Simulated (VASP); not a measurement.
# TaO3 (Pm-3m) in VASP: relaxation of cell and atoms with LDA

Aim: the relaxation of cell and atoms of TaO3 with LDA.

All numbers are computed with VASP 6.6.1; they aren't measurements. Logs are shortened: lines on timing, memory, paths and dates and some standing lists are left out, and cuts for length are marked.

### Step 1. The cell of the first run

Symmetry: Pm-3m, No. 221, cubic system. The conventional cell has a = 3.956 Å, b = 3.956 Å, c = 3.956 Å, α = 90.00°, β = 90.00°, γ = 90.00°. Within 2.6 Å of Ta (site symmetry m-3m) lie 6 O at 1.98 Å. Within 2.6 Å of O (site symmetry 4/mmm) lie 2 Ta at 1.98 Å.

### Step 2. Relaxation of cell and atoms, LDA, collinear spin, ferromagnetic start

The input, INCAR:

```
SYSTEM = TaO3
ALGO = Normal
EDIFF = 1E-6
EDIFFG = -0.005
ENCUT = 600
GGA = CA
IBRION = 2
ISIF = 3
ISMEAR = 0
ISPIN = 2
LASPH = .True.
LCHARG = .False.
LMAXMIX = 4
LORBIT = 11
LREAL = .False.
LWAVE = .False.
MAGMOM = 0 0.35 0.35 0.35
NELM = 150
NSW = 70
PREC = Accurate
SIGMA = 0.1
```

The input, KPOINTS:

```
k-points
0
Gamma
  10 10 10
  0 0 0
```

The input, POSCAR:

```
TaO3
1.0
    3.9562494449      0.0000000000      0.0000000000
    0.0000000000      3.9562494449      0.0000000000
    0.0000000000      0.0000000000      3.9562494449
Ta O
1 3
Direct
    0.5000000000      0.5000000000      0.5000000000
    0.0000000000      0.5000000000      0.5000000000
    0.5000000000      0.5000000000      0.0000000000
    0.5000000000      0.0000000000      0.5000000000
```

Potentials or basis: VASP PAW LDA potentials, release 64 (Ta_pv, O).

Command:

```bash
$ cat potpaw_LDA.64/Ta_pv/POTCAR potpaw_LDA.64/O/POTCAR > POTCAR
$ mpirun -np 1 vasp_std > vasp.out
```

OUTCAR:

```text
SYSTEM = TaO3
   EDIFF = 1E-6
   EDIFFG = -0.005
   ENCUT = 600
   GGA = CA
   IBRION = 2
   ISIF = 3
   ISMEAR = 0
   ISPIN = 2
   LASPH = .True.
   LORBIT = 11
   LREAL = .False.
   NELM = 150
   NSW = 70
   PREC = Accurate

 ion  position               nearest neighbor table
   1  0.500  0.500  0.500-   2 1.98   3 1.98   4 1.98   3 1.98   4 1.98   2 1.98
   2  0.000  0.500  0.500-   1 1.98   1 1.98
   3  0.500  0.500  0.000-   1 1.98   1 1.98
   4  0.500  0.000  0.500-   1 1.98   1 1.98

  LATTYP: Found a simple cubic cell.
 ALAT       =     3.9562494449

  Lattice vectors:

 A1 = (   3.9562494449,   0.0000000000,   0.0000000000)
 A2 = (   0.0000000000,   3.9562494449,   0.0000000000)
 A3 = (   0.0000000000,   0.0000000000,   3.9562494449)

Analysis of symmetry for initial positions (statically):
=====================================================================
 Subroutine PRICEL returns:
 Original cell was already a primitive cell.

 Routine SETGRP: Setting up the symmetry group for a
 simple cubic supercell.

 Subroutine GETGRP returns: Found 48 space group operations
 (whereof 48 operations were pure point group operations)
 out of a pool of 48 trial point group operations.

The static configuration has the point symmetry O_h .

Analysis of symmetry for dynamics (positions and initial velocities):
=====================================================================
 Subroutine PRICEL returns:
 Original cell was already a primitive cell.

 Routine SETGRP: Setting up the symmetry group for a
 simple cubic supercell.

 Subroutine GETGRP returns: Found 48 space group operations
 (whereof 48 operations were pure point group operations)
 out of a pool of 48 trial point group operations.

The dynamic configuration has the point symmetry O_h .

Analysis of structural, dynamic, and magnetic symmetry:
=====================================================================
 Subroutine PRICEL returns:
 Original cell was already a primitive cell.

 Routine SETGRP: Setting up the symmetry group for a
 simple cubic supercell.

 Subroutine GETGRP returns: Found 48 space group operations
 (whereof 48 operations were pure point group operations)
 out of a pool of 48 trial point group operations.

The overall configuration has the point symmetry O_h .

 Subroutine INISYM returns: Found 48 space group operations
 (whereof 48 operations are pure point group operations),
 and found     1 'primitive' translations

----------------------------------------------------------------------------------------

                                     Primitive cell

  volume of cell :      61.9229

  direct lattice vectors                    reciprocal lattice vectors
     3.956249445  0.000000000  0.000000000     0.252764648  0.000000000  0.000000000
     0.000000000  3.956249445  0.000000000     0.000000000  0.252764648  0.000000000
     0.000000000  0.000000000  3.956249445     0.000000000  0.000000000  0.252764648

  length of vectors
     3.956249445  3.956249445  3.956249445     0.252764648  0.252764648  0.252764648

  position of ions in fractional coordinates (direct lattice)
     0.500000000  0.500000000  0.500000000
     0.000000000  0.500000000  0.500000000
     0.500000000  0.500000000  0.000000000
     0.500000000  0.000000000  0.500000000

  ion indices of the primitive-cell ions
   primitive index   ion index
                 1           1
                 2           2
                 3           3
                 4           4

----------------------------------------------------------------------------------------

 KPOINTS: k-points

Automatic generation of k-mesh.
 Grid dimensions read from file:
 generate k-points for:   10   10   10

 Generating k-lattice:

  Cartesian coordinates                     Fractional coordinates (reciprocal lattice)
     0.025276465  0.000000000  0.000000000     0.100000000  0.000000000  0.000000000
     0.000000000  0.025276465  0.000000000     0.000000000  0.100000000  0.000000000
     0.000000000  0.000000000  0.025276465     0.000000000  0.000000000  0.100000000

  Length of vectors
     0.025276465  0.025276465  0.025276465

  Shift w.r.t. Gamma in fractional coordinates (k-lattice)
     0.000000000  0.000000000  0.000000000

 Subroutine IBZKPT returns following result:
 ===========================================

 Found     56 irreducible k-points:

 Following reciprocal coordinates:
            Coordinates               Weight
  0.000000  0.000000  0.000000      1.000000
  0.100000  0.000000  0.000000      6.000000
  0.200000  0.000000  0.000000      6.000000
  0.300000  0.000000  0.000000      6.000000
  0.400000  0.000000  0.000000      6.000000
  0.500000  0.000000  0.000000      3.000000
[... 16 lines left out ...]
  0.200000  0.100000  0.100000     24.000000
  0.300000  0.100000  0.100000     24.000000
 [... further k-points ...]
   k-points           NKPTS =     56   k-points in BZ     NKDIM =     56   number of bands    NBANDS=     19
   number of dos      NEDOS =    301   number of ions     NIONS =      4
   total plane-waves  NPLWV =  32768
   dimension x,y,z NGX =    32 NGY =   32 NGZ =   32
   dimension x,y,z NGXF=    64 NGYF=   64 NGZF=   64
   ions per type =               1   3
   NGX,Y,Z   is equivalent  to a cutoff of  13.45, 13.45, 13.45 a.u.
   NGXF,Y,Z  is equivalent  to a cutoff of  26.89, 26.89, 26.89 a.u.
 SYSTEM =  TaO3
   PREC   = accura    normal or accurate (medium, high low for compatibility)
   ISTART =      0    job   : 0-new  1-cont  2-samecut
   ICHARG =      2    charge: 1-file 2-atom 10-const
   ISPIN  =      2    spin polarized calculation?
   LNONCOLLINEAR =      F non collinear calculations
   LSORBIT =      F    spin-orbit coupling
   LASPH  =      T    aspherical Exc in radial PAW
   ENCUT  =  600.0 eV  44.10 Ry    6.64 a.u.   7.90  7.90  7.90*2*pi/ulx,y,z
   NELM   =    150;   NELMIN=  2; NELMDL= -5     # of ELM steps
   EDIFF  = 0.1E-05   stopping-criterion for ELM
   LREAL  =      F    real-space projection
   EDIFFG = -.5E-02   stopping-criterion for IOM
   NSW    =     70    number of steps for IOM
   IBRION =      2    ionic relax: 0-MD 1-quasi-New 2-CG
   NFREE  =      1    steps in history (QN), initial steepest desc. (CG)
   ISIF   =      3    stress and relaxation
   ISYM   =      2    0-nonsym 1-usesym 2-fastsym
   POTIM  = 0.5000    time-step for ionic-motion
   TEBEG  =    0.0;   TEEND  =   0.0 temperature during run
   PSTRESS=    0.0 pullay stress
   NELECT =      29.0000    total number of electrons
   NUPDOWN=      -1.0000    fix difference up-down
   EMIN   =  10.00;   EMAX   =-10.00  energy-range for DOS
   EFERMI =   0.00;   METHOD = LEGACY
   ISMEAR =     0;   SIGMA  =   0.10  broadening in eV -4-tet -1-fermi 0-gaus
   EFERMI_NEDOS =   21; number of points for ismear=-14 and -15
   IALGO  =     38    algorithm
   IMIX   =      4    mixing-type and parameters
     AMIX     =   0.40;   BMIX     =  1.00
     AMIX_MAG =   1.60;   BMIX_MAG =  1.00
  volume/ion in A,a.u.               =      15.48       104.47
  Fermi-wavevector in a.u.,A,eV,Ry     =   1.271327  2.402459 21.990709  1.616272
  Thomas-Fermi vector in A             =   2.404266
   LORBIT       =     11    0 simple, 1 ext, 2 COOP (PROOUT), +10 PAW based schemes
   GGA     = CA    functional components
   LHFCALC =     F    Hartree Fock is set to
   AEXX    =    0.0000 exact exchange contribution
   IVDW    =     0    specifies the selected vdW correction
   LEPSILON=     F    determine dielectric tensor
   LRPA    =     F    only Hartree local field effects (RPA)
 conjugate gradient relaxation of ions
 spin polarized calculation
 Gauss-broadening in eV      SIGMA  =   0.10
  energy-cutoff  :      600.00
  volume of cell :       61.92
 maximum number of plane-waves:      2103
 NGX is ok and might be reduce to    32
   NGX = 15   NGY = 15   NGZ = 15

--------------------------------------- Ionic step        1  -------------------------------------------

 number of electron      28.9999983 magnetization       0.4099387

 Free energy of the ion-electron system (eV)
  ---------------------------------------------------
  ext. energy  EPLUGINS =         0.00000000
  ---------------------------------------------------
  free energy    TOTEN  =       -38.74530180 eV

  energy without entropy =      -38.73382831  energy(sigma->0) =      -38.73956506

------------------------ aborting loop because EDIFF is reached ----------------------------------------

  FORCE on cell =-STRESS in cart. coord.  units (eV):
  Direction    XX          YY          ZZ          XY          YZ          ZX
  --------------------------------------------------------------------------------------
  -------------------------------------------------------------------------------------
  Total       -3.1006335     -3.1006335     -3.1006335     -0.0000000     -0.0000000      0.0000000
  in kB      -80.2250543    -80.2250543    -80.2250543     -0.0000000     -0.0000000      0.0000000
  external PRESSURE =     -80.2250543 kB  Pullay stress =       0.0000000 kB
[... 23 lines left out ...]
  energy  without entropy=      -38.7338283084  energy(sigma->0) =      -38.73956506

--------------------------------------- Ionic step        2  -------------------------------------------

 number of electron      29.0000017 magnetization       0.2943068

 E-fermi :  -0.5179     XC(G=0): -10.2123

 val. band max:       -0.5334061428   @ k =   0.5000   0.3000   0.2000
 cond. band min:      -0.5135383418   @ k =   0.4000   0.3000   0.3000
 fundamental gap:      0.0198678010
 Fermi energy:        -0.5178640787

 spin component 1

 k-point     1 :       0.0000    0.0000    0.0000
  band No.  band energies     occupation
      1     -33.4248      1.00000
      2     -33.4248      1.00000
      3     -33.4248      1.00000
      4     -18.0127      1.00000
      5     -17.2487      1.00000
      6     -17.2487      1.00000
[... 1124 lines left out ...]
  energy  without entropy=      -38.7998319362  energy(sigma->0) =      -38.80565782

--------------------------------------- Ionic step        4  -------------------------------------------

 number of electron      28.9999980 magnetization       0.3610251

 Free energy of the ion-electron system (eV)
  ---------------------------------------------------
  ext. energy  EPLUGINS =         0.00000000
  ---------------------------------------------------
  free energy    TOTEN  =       -38.81151579 eV

  energy without entropy =      -38.79985235  energy(sigma->0) =      -38.80568407

 E-fermi :  -0.9803     XC(G=0):  -9.8783

 val. band max:       -0.9940681187   @ k =   0.5000   0.3000   0.3000
 cond. band min:      -0.9664122844   @ k =   0.3000   0.3000   0.0000
 fundamental gap:      0.0276558344
 Fermi energy:        -0.9803437998

 spin component 1

 k-point     1 :       0.0000    0.0000    0.0000
  band No.  band energies     occupation
      1     -34.2207      1.00000
      2     -34.2207      1.00000
      3     -34.2207      1.00000
      4     -18.2315      1.00000
      5     -17.4945      1.00000
      6     -17.4945      1.00000
[... 1082 lines left out ...]
  FREE ENERGIE OF THE ION-ELECTRON SYSTEM (eV)
  ---------------------------------------------------
  free  energy   TOTEN  =       -38.8115157865 eV

  energy  without entropy=      -38.7998523480  energy(sigma->0) =      -38.80568407

 reached required accuracy - stopping structural energy minimisation

 total charge

# of ion       s       p       d       tot
------------------------------------------
    1        0.368   6.406   2.144   8.917
    2        1.567   3.429   0.000   4.996
    3        1.567   3.429   0.000   4.996
    4        1.567   3.429   0.000   4.996
--------------------------------------------------
tot          5.068  16.694   2.144  23.905

 magnetization (x)

# of ion       s       p       d       tot
------------------------------------------
    1       -0.002  -0.002  -0.027  -0.031
    2        0.001   0.108   0.000   0.109
    3        0.001   0.108   0.000   0.109
    4        0.001   0.108   0.000   0.109
--------------------------------------------------
tot          0.003   0.322  -0.027   0.298
```

It took 2.9 min on 1 thread of Intel Xeon Platinum 8375C at 2.90GHz (Ice Lake), shared host; peak memory 0.26 GiB.

What came out:

| Property | Result |
| --- | --- |
| Free energy | -38.8115 eV |
| Relaxed volume | 14.85 Å³/atom |
| Relaxed cell | a = 3.901 Å, b = 3.901 Å, c = 3.901 Å, α = 90.00°, β = 90.00°, γ = 90.00° |
| Space group after relaxing (to 0.05 Å) | Pm-3m (No. 221) |
| Energy gained by relaxing | 16.6 meV/atom |
| Ionic steps | 4 |
| Pressure after relaxing | 0.0 GPa |
| Net moment | 0.36 μB per cell |
| Site moments | Ta -0.03; O +0.11 μB |
| Valence electrons inside the program's atomic spheres | Ta 8.92; O 5.00 |

Step by step:
```tsv
step	energy change (eV)	largest force (eV/Å)	pressure (GPa)	volume (Å³)
1	0.0000	0.0000	-8.02	61.92
2	0.1506	0.0000	17.89	55.23
3	-0.0662	0.0000	-0.19	59.43
4	-0.0662	0.0000	-0.02	59.39
```

Final structure:
```
Ta O
1.0
     3.90146    0.00000    0.00000
     0.00000    3.90146    0.00000
     0.00000    0.00000    3.90146
Ta O
1 3
Direct
  0.50000 0.50000 0.50000
  0.00000 0.50000 0.50000
  0.50000 0.50000 0.00000
  0.50000 0.00000 0.50000
```

Levels at points of the mesh, in eV from the Fermi level:
Spin up:
```tsv
k point	band 11	band 12	band 13	band 14	band 15	band 16	band 17	band 18	band 19
(0.00, 0.00, 0.00)	-0.77	-0.77	-0.47	-0.47	-0.47	3.00	3.00	3.00	6.72
(0.50, 0.00, 0.00)	-1.79	-1.79	-1.04	-0.54	-0.54	3.08	5.81	5.81	7.98
(0.50, 0.50, 0.00)	-2.41	-1.42	-1.42	-1.26	0.25	5.85	5.85	7.38	9.12
(0.50, 0.50, 0.50)	-4.23	-4.23	0.26	0.26	0.26	7.42	7.42	7.42	9.20
```
Spin down:
```tsv
k point	band 12	band 13	band 14	band 15	band 16	band 17
(0.00, 0.00, 0.00)	-0.55	-0.30	-0.30	-0.30	2.99	2.99
(0.50, 0.00, 0.00)	-1.65	-0.83	-0.36	-0.36	3.07	5.88
(0.50, 0.50, 0.00)	-1.23	-1.23	-1.15	0.49	5.92	5.92
(0.50, 0.50, 0.50)	-4.10	0.50	0.50	0.50	7.47	7.47
```

Caveat: spin-orbit coupling is left out, which moves the levels of the heavy elements.
